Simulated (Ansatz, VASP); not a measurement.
## In in VASP and in Ansatz

```
In
1.0
     1.66964    0.96397    8.20746
    -1.66964    0.96397    8.20746
     0.00000   -1.92793    8.20746
In
3
Direct
  0.00000 0.00000 0.00000
  0.77801 0.77801 0.77801
  0.22199 0.22199 0.22199
```

Alike in both runs: task single point; functional RPBE; k mesh 6 × 6 × 6; occupations gaussian, width 0.1 eV; no spin polarisation.

```csv
,VASP,Ansatz
version,VASP 6.6.1,Ansatz 0.2.0
potentials or method,"VASP PAW PBE potentials, release 64 (In_d), cutoff 520 eV","scalar-relativistic, plane waves, PAW"
valence electrons in the cell,39,39
```

|  | VASP | Ansatz | Ansatz less VASP |
| --- | --- | --- | --- |
| gap on the k mesh at the Fermi level (eV) | none | none | - |
| pressure (GPa) | 3.1 | 3.1 | +0.04 |
| traceless stress, the component that is largest in VASP (GPa) | -0.95 | -0.96 | -0.003 |
| rms of the force components (eV/Å) | 0.004 | 0.004 | +0.0002 |

VASP's potentials were made for PBE, not for RPBE. Atom by atom the forces differ by 0.000 eV/Å (rms over components). A gap of «none» marks a metal or a gap that the smearing closes. The functional is the same, so the differences come from potentials, cutoffs and numerics.

The k mesh is coarse, so the values compare programs but aren't converged.
